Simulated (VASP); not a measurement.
The system is Nb.

```xyz
1
Lattice="-1.5906 1.5906 1.5906 1.5906 -1.5906 1.5906 1.5906 1.5906 -1.5906" Properties=species:S:1:pos:R:3 pbc="T T T"
Nb    0.0000    0.0000    0.0000
```

| Property | Result |
| --- | --- |
| Program | VASP 6.6.1 |
| Task | relaxation of cell and atoms |
| Functional | PBEsol |
| Potentials or basis | VASP PAW PBE potentials, release 64 (Nb_sv) |
| Cutoff | 600 eV |
| k mesh | 8 × 8 × 8 |
| Occupations | gaussian, width 0.1 eV |
| Spin | no spin polarisation |

At the start: pressure 19.4 GPa; volume 16.10 Å³/atom.

Where does the relaxation end?

Over 4 steps the energy falls by 82.4 meV/atom and the volume is 17.56 Å³/atom (+9.1 %); space group Im-3m (No. 229, to 0.05 Å).

The path:
```tsv
step	energy change (eV)	largest force (eV/Å)	pressure (GPa)	volume (Å³)
1	0.0000	0.0000	19.42	16.10
2	0.2301	0.0000	-24.46	21.09
3	-0.0821	0.0000	-1.04	17.65
4	-0.0824	0.0000	-0.09	17.56
```

Final structure:
```yaml
crystal:
  lattice:
    - [-1.63747, 1.63747, 1.63747]
    - [1.63747, -1.63747, 1.63747]
    - [1.63747, 1.63747, -1.63747]
  atoms:
    - { symbol: Nb, position: [0.00000, 0.00000, 0.00000] }
```

Caveat: the PAW data sets were made with another functional, which shifts forces and pressure a little.
